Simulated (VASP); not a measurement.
# TaN in VASP: a series of runs

The runs below take TaN through single point, with PBE.

Everything below comes from runs of VASP 6.6.1. Logs are shortened: lines on timing, memory, paths and dates and some standing lists are left out, and cuts for length are marked.

### Step 1. The cell of the first run

Symmetry: P4_2/mmc, No. 131, tetragonal system. Conventional cell: a = 3.687 Å, b = 3.687 Å, c = 4.591 Å, α = 90.00°, β = 90.00°, γ = 90.00°. Ta (site symmetry mmm) has 4 N at 2.17 Å within 2.9 Å. Within 2.9 Å of N (site symmetry -4m2) lie 4 Ta at 2.17 Å and 2 N at 2.30 Å.

### Step 2. Single point, PBE

The input, INCAR:

```
PREC     = Accurate       # precision mode
ENCUT    = 520            # plane-wave cutoff, eV
EDIFF    = 1E-7           # SCF threshold, eV
ISMEAR   = -1             # smearing method
SIGMA    = 0.05           # smearing width, eV
LREAL    = False          # projectors in reciprocal space
LASPH    = True           # aspherical terms in the spheres
NELM     = 80             # most SCF steps
ALGO     = Normal         # electronic algorithm
ISIF     = 2              # what is computed and relaxed
LWAVE    = False          # write WAVECAR
LCHARG   = False          # write CHGCAR
GGA      = PE             # functional
NBANDS   = 24             # bands
```

The input, KPOINTS:

```
regular mesh
0
Gamma
  7 7 6
```

The input, POSCAR:

```
TaN
1.0
    3.6872997332      0.0000000000      0.0000000000
    0.0000000000      3.6872997332      0.0000000000
    0.0000000000      0.0000000000      4.5906968071
Ta N
2 2
Direct
    0.0000000000      0.5000000000      0.0000000000
    0.5000000000      0.0000000000      0.5000000000
    0.0000000000      0.0000000000      0.2500000000
    0.0000000000      0.0000000000      0.7500000000
```

Potentials or basis: VASP PAW PBE potentials, release 64 (Ta_pv, N).

On the command line:

```console
> cat potpaw_PBE.64/Ta_pv/POTCAR potpaw_PBE.64/N/POTCAR > POTCAR
> mpirun -np 1 vasp_std > vasp.out
```

OUTCAR:

```text
PREC = Accurate
   ENCUT = 520
   EDIFF = 1E-7
   ISMEAR = -1
   LREAL = False
   LASPH = True
   NELM = 80
   ISIF = 2
   GGA = PE

 ion  position               nearest neighbor table
   1  0.000  0.500  0.000-   3 2.17   4 2.17   3 2.17   4 2.17   2 3.47   2 3.47   2 3.47   2 3.47
                             2 3.47   2 3.47   2 3.47   2 3.47
   2  0.500  0.000  0.500-   3 2.17   4 2.17   3 2.17   4 2.17   1 3.47   1 3.47   1 3.47   1 3.47
                             1 3.47   1 3.47   1 3.47   1 3.47
   3  0.000  0.000  0.250-   1 2.17   2 2.17   1 2.17   2 2.17
   4  0.000  0.000  0.750-   1 2.17   2 2.17   1 2.17   2 2.17

  LATTYP: Found a simple tetragonal cell.
 ALAT       =     3.6872997332
 C/A-ratio  =     1.2450023430

  Lattice vectors:

 A1 = (   3.6872997332,   0.0000000000,   0.0000000000)
 A2 = (   0.0000000000,   3.6872997332,   0.0000000000)
 A3 = (   0.0000000000,   0.0000000000,   4.5906968071)

Analysis of symmetry for initial positions (statically):
=====================================================================
 Subroutine PRICEL returns:
 Original cell was already a primitive cell.

 Routine SETGRP: Setting up the symmetry group for a
 simple tetragonal supercell.

 Subroutine GETGRP returns: Found 16 space group operations
 (whereof  8 operations were pure point group operations)
 out of a pool of 16 trial point group operations.

The static configuration has the point symmetry D_2h.
 The point group associated with its full space group is D_4h.

Analysis of symmetry for dynamics (positions and initial velocities):
=====================================================================
 Subroutine PRICEL returns:
 Original cell was already a primitive cell.

 Routine SETGRP: Setting up the symmetry group for a
 simple tetragonal supercell.

 Subroutine GETGRP returns: Found 16 space group operations
 (whereof  8 operations were pure point group operations)
 out of a pool of 16 trial point group operations.

The dynamic configuration has the point symmetry D_2h.
 The point group associated with its full space group is D_4h.

 Subroutine INISYM returns: Found 16 space group operations
 (whereof  8 operations are pure point group operations),
 and found     1 'primitive' translations

----------------------------------------------------------------------------------------

                                     Primitive cell

  volume of cell :      62.4159

  direct lattice vectors                    reciprocal lattice vectors
     3.687299733  0.000000000  0.000000000     0.271201170  0.000000000  0.000000000
     0.000000000  3.687299733  0.000000000     0.000000000  0.271201170  0.000000000
     0.000000000  0.000000000  4.590696807     0.000000000  0.000000000  0.217831855

  length of vectors
     3.687299733  3.687299733  4.590696807     0.271201170  0.271201170  0.217831855

  position of ions in fractional coordinates (direct lattice)
     0.000000000  0.500000000  0.000000000
     0.500000000  0.000000000  0.500000000
     0.000000000  0.000000000  0.250000000
     0.000000000  0.000000000  0.750000000

  ion indices of the primitive-cell ions
   primitive index   ion index
                 1           1
                 2           2
                 3           3
                 4           4

----------------------------------------------------------------------------------------

 KPOINTS: regular mesh

Automatic generation of k-mesh.
 Grid dimensions read from file:
 generate k-points for:    7    7    6

 Generating k-lattice:

  Cartesian coordinates                     Fractional coordinates (reciprocal lattice)
     0.038743024  0.000000000  0.000000000     0.142857143  0.000000000  0.000000000
     0.000000000  0.038743024  0.000000000     0.000000000  0.142857143  0.000000000
     0.000000000  0.000000000  0.036305309     0.000000000  0.000000000  0.166666667

  Length of vectors
     0.038743024  0.038743024  0.036305309

  Shift w.r.t. Gamma in fractional coordinates (k-lattice)
     0.000000000  0.000000000  0.000000000

 Subroutine IBZKPT returns following result:
 ===========================================

 Found     40 irreducible k-points:

 Following reciprocal coordinates:
            Coordinates               Weight
  0.000000  0.000000  0.000000      1.000000
  0.142857  0.000000  0.000000      4.000000
  0.285714  0.000000  0.000000      4.000000
  0.428571  0.000000  0.000000      4.000000
  0.142857  0.142857  0.000000      4.000000
  0.285714  0.142857  0.000000      8.000000
[... 16 lines left out ...]
  0.285714  0.000000  0.333333      8.000000
  0.428571  0.000000  0.333333      8.000000
 [... further k-points ...]
   k-points           NKPTS =     40   k-points in BZ     NKDIM =     40   number of bands    NBANDS=     24
   number of dos      NEDOS =    301   number of ions     NIONS =      4
   total plane-waves  NPLWV =  28224
   dimension x,y,z NGX =    28 NGY =   28 NGZ =   36
   dimension x,y,z NGXF=    56 NGYF=   56 NGZF=   72
   ions per type =               2   2
   NGX,Y,Z   is equivalent  to a cutoff of  12.62, 12.62, 13.04 a.u.
   NGXF,Y,Z  is equivalent  to a cutoff of  25.25, 25.25, 26.07 a.u.
 SYSTEM =  unknown system
   PREC   = accura    normal or accurate (medium, high low for compatibility)
   ISTART =      0    job   : 0-new  1-cont  2-samecut
   ICHARG =      2    charge: 1-file 2-atom 10-const
   ISPIN  =      1    spin polarized calculation?
   LNONCOLLINEAR =      F non collinear calculations
   LSORBIT =      F    spin-orbit coupling
   LASPH  =      T    aspherical Exc in radial PAW
   ENCUT  =  520.0 eV  38.22 Ry    6.18 a.u.   6.86  6.86  8.54*2*pi/ulx,y,z
   NELM   =     80;   NELMIN=  2; NELMDL= -5     # of ELM steps
   EDIFF  = 0.1E-06   stopping-criterion for ELM
   LREAL  =      F    real-space projection
   EDIFFG = 0.1E-05   stopping-criterion for IOM
   NSW    =      0    number of steps for IOM
   IBRION =     -1    ionic relax: 0-MD 1-quasi-New 2-CG
   NFREE  =      0    steps in history (QN), initial steepest desc. (CG)
   ISIF   =      2    stress and relaxation
   ISYM   =      2    0-nonsym 1-usesym 2-fastsym
   POTIM  = 0.5000    time-step for ionic-motion
   TEBEG  =    0.0;   TEEND  =   0.0 temperature during run
   PSTRESS=    0.0 pullay stress
   NELECT =      32.0000    total number of electrons
   NUPDOWN=      -1.0000    fix difference up-down
   EMIN   =  10.00;   EMAX   =-10.00  energy-range for DOS
   EFERMI =   0.00;   METHOD = LEGACY
   ISMEAR =    -1;   SIGMA  =   0.05  broadening in eV -4-tet -1-fermi 0-gaus
   EFERMI_NEDOS =   21; number of points for ismear=-14 and -15
   IALGO  =     38    algorithm
   IMIX   =      4    mixing-type and parameters
     AMIX     =   0.40;   BMIX     =  1.00
     AMIX_MAG =   1.60;   BMIX_MAG =  1.00
  volume/ion in A,a.u.               =      15.60       105.30
  Fermi-wavevector in a.u.,A,eV,Ry     =   1.310267  2.476045 23.358461  1.716798
  Thomas-Fermi vector in A             =   2.440809
   LORBIT       =      0    0 simple, 1 ext, 2 COOP (PROOUT), +10 PAW based schemes
   GGA     = PE    functional components
   LHFCALC =     F    Hartree Fock is set to
   AEXX    =    0.0000 exact exchange contribution
   IVDW    =     0    specifies the selected vdW correction
   LEPSILON=     F    determine dielectric tensor
   LRPA    =     F    only Hartree local field effects (RPA)
 non-spin polarized calculation
  energy-cutoff  :      520.00
  volume of cell :       62.42
 maximum number of plane-waves:      1692
 NGX is ok and might be reduce to    28
   NGX = 13   NGY = 13   NGZ = 17

 number of electron      31.9999994 magnetization

 Free energy of the ion-electron system (eV)
  ---------------------------------------------------
  ext. energy  EPLUGINS =         0.00000000
  ---------------------------------------------------
  free energy    TOTEN  =       -40.68129509 eV

  energy without entropy =      -40.66658800  energy(sigma->0) =      -40.67394155

 E-fermi :   4.8178     XC(G=0): -11.2349

 val. band max:        4.7863578832   @ k =   0.1429   0.0000   0.1667
 cond. band min:       4.8443687518   @ k =   0.2857   0.1429   0.0000
 fundamental gap:      0.0580108686
 Fermi energy:         4.8178300281

 k-point     1 :       0.0000    0.0000    0.0000
  band No.  band energies     occupation
      1     -31.0584      2.00000
      2     -30.8478      2.00000
      3     -30.8325      2.00000
      4     -30.8325      2.00000
      5     -30.7024      2.00000
      6     -30.7024      2.00000
[... 16 lines left out ...]
     23       9.5599      0.00000
     24      11.3240      0.00000

 k-point     2 :       0.1429    0.0000    0.0000
  band No.  band energies     occupation
      1     -31.0464      2.00000
      2     -30.8566      2.00000
      3     -30.8477      2.00000
      4     -30.8273      2.00000
      5     -30.7189      2.00000
      6     -30.7057      2.00000
[... 16 lines left out ...]
     23      10.1876      0.00000
     24      11.4163      0.00000

 k-point     3 :       0.2857    0.0000    0.0000
  band No.  band energies     occupation
      1     -31.0138      2.00000
      2     -30.8839      2.00000
      3     -30.8822      2.00000
      4     -30.8145      2.00000
      5     -30.7534      2.00000
      6     -30.7145      2.00000
[... 16 lines left out ...]
     23      10.4595      0.00000
     24      11.6713      0.00000
[... 514 lines left out ...]
 k-point    23 :       0.2857    0.0000    0.3333
  band No.  band energies     occupation
      1     -31.0191      2.00000
      2     -30.9500      2.00000
      3     -30.8266      2.00000
      4     -30.8050      2.00000
      5     -30.7412      2.00000
      6     -30.7238      2.00000
[... 16 lines left out ...]
     23       9.6508      0.00000
     24      10.5586      0.00000

 k-point    24 :       0.4286    0.0000    0.3333
  band No.  band energies     occupation
      1     -31.0352      2.00000
      2     -30.9686      2.00000
      3     -30.8302      2.00000
      4     -30.8004      2.00000
      5     -30.7513      2.00000
      6     -30.7249      2.00000
[... 16 lines left out ...]
     23       8.9825      0.00000
     24       9.6771      0.00000

 [... further k-points ...]

------------------------ aborting loop because EDIFF is reached ----------------------------------------

  FORCE on cell =-STRESS in cart. coord.  units (eV):
  Direction    XX          YY          ZZ          XY          YZ          ZX
  --------------------------------------------------------------------------------------
  -------------------------------------------------------------------------------------
  Total      -12.8510340    -12.8510340     -0.3520720     -0.0000000      0.0000000      0.0000000
  in kB     -329.8778536   -329.8778536     -9.0374633     -0.0000000      0.0000000      0.0000000
  external PRESSURE =    -222.9310568 kB  Pullay stress =       0.0000000 kB

 VOLUME and BASIS-vectors are now :
 -----------------------------------------------------------------------------
  energy-cutoff  :      520.00
  volume of cell :       62.42
      direct lattice vectors                 reciprocal lattice vectors
     3.687299733  0.000000000  0.000000000     0.271201170  0.000000000  0.000000000
     0.000000000  3.687299733  0.000000000     0.000000000  0.271201170  0.000000000
     0.000000000  0.000000000  4.590696807     0.000000000  0.000000000  0.217831855

 POSITION                                       TOTAL-FORCE (eV/Angst)
 -----------------------------------------------------------------------------------
      0.00000      1.84365      0.00000         0.000000     -0.000000     -0.000000
      1.84365      0.00000      2.29535         0.000000     -0.000000     -0.000000
      0.00000      0.00000      1.14767         0.000000      0.000000     -0.000000
      0.00000      0.00000      3.44302         0.000000     -0.000000      0.000000
 -----------------------------------------------------------------------------------
    total drift:                                0.000000      0.000000      0.000000

  FREE ENERGIE OF THE ION-ELECTRON SYSTEM (eV)
  ---------------------------------------------------
  free  energy   TOTEN  =       -40.6812950908 eV

  energy  without entropy=      -40.6665880035  energy(sigma->0) =      -40.67394155
```

It took 89 s on 1 thread of AMD EPYC 7R43 (Zen 3), shared host; peak memory 0.16 GiB.

What came out:

```
Free energy            : -40.6813 eV
Pressure               : -22.3 GPa
Band gap on the k mesh : zero (band 16 reaches 5.15 eV, above the bottom of band 17 at 4.53 eV)
```

Levels at points of the mesh, in eV from the Fermi level:
| k point | band 13 | band 14 | band 15 | band 16 | band 17 | band 18 | band 19 | band 20 |
| --- | --- | --- | --- | --- | --- | --- | --- | --- |
| (0.00, 0.00, 0.00) | -3.51 | -3.51 | -1.64 | 0.28 | 1.24 | 1.26 | 1.69 | 1.69 |
| (0.00, 0.00, 0.50) | -3.28 | -3.28 | -2.77 | -2.77 | 1.15 | 1.15 | 1.53 | 1.53 |

Caveat: spin-orbit coupling is left out, which moves the levels of the heavy elements.

### Step 3. Single point, PBE

This run uses another cell than the first one, of 15.91 Å³/atom, 1.020 times its volume.

The input, INCAR:

```
SYSTEM = TaN
PREC = Accurate ; ENCUT = 520
EDIFF = 1E-7 ; ISMEAR = -1
SIGMA = 0.05 ; LREAL = .False.
LASPH = .True. ; NELM = 80
ALGO = Normal ; ISIF = 2
LWAVE = .False. ; LCHARG = .True.
GGA = PE ; LELF = .True.
LVHAR = .True. ; NBANDS = 24
```

The input, KPOINTS:

```
regular mesh
0
Gamma
  7 7 6
  0 0 0
```

The input, POSCAR:

```
TaN
1.0
    3.7112439089      0.0000000000      0.0000000000
    0.0000000000      3.7112439089      0.0000000000
    0.0000000000      0.0000000000      4.6205073619
Ta N
2 2
Direct
    0.0000000000      0.5000000000      0.0000000000
    0.5000000000      0.0000000000      0.5000000000
    0.0000000000      0.0000000000      0.2500000000
    0.0000000000      0.0000000000      0.7500000000
```

Potentials or basis: VASP PAW PBE potentials, release 64 (Ta_pv, N).

On the command line:

```console
> cat potpaw_PBE.64/Ta_pv/POTCAR potpaw_PBE.64/N/POTCAR > POTCAR
> mpirun -np 1 vasp_std > vasp.out
```

Run time: 88 s. Hardware: 1 thread of AMD EPYC 7R43 (Zen 3), shared host; peak memory 0.16 GiB.

Results (log left out):

```
Free energy            : -40.5021 eV
Pressure               : -24.8 GPa
Band gap on the k mesh : zero (band 16 reaches 4.99 eV, above the bottom of band 17 at 4.38 eV)
```

Stress tensor (GPa, compression positive):
```
-35.26   0.00   0.00
  0.00 -35.26   0.00
  0.00   0.00  -3.77
```

Levels at points of the mesh, in eV from the Fermi level:
| k point | band 13 | band 14 | band 15 | band 16 | band 17 | band 18 | band 19 | band 20 |
| --- | --- | --- | --- | --- | --- | --- | --- | --- |
| (0.00, 0.00, 0.00) | -3.47 | -3.47 | -1.59 | 0.28 | 1.21 | 1.24 | 1.63 | 1.63 |
| (0.00, 0.00, 0.50) | -3.24 | -3.24 | -2.72 | -2.72 | 1.12 | 1.12 | 1.47 | 1.47 |

Caveat: spin-orbit coupling is left out, which moves the levels of the heavy elements.

[end of part 1 of 2]
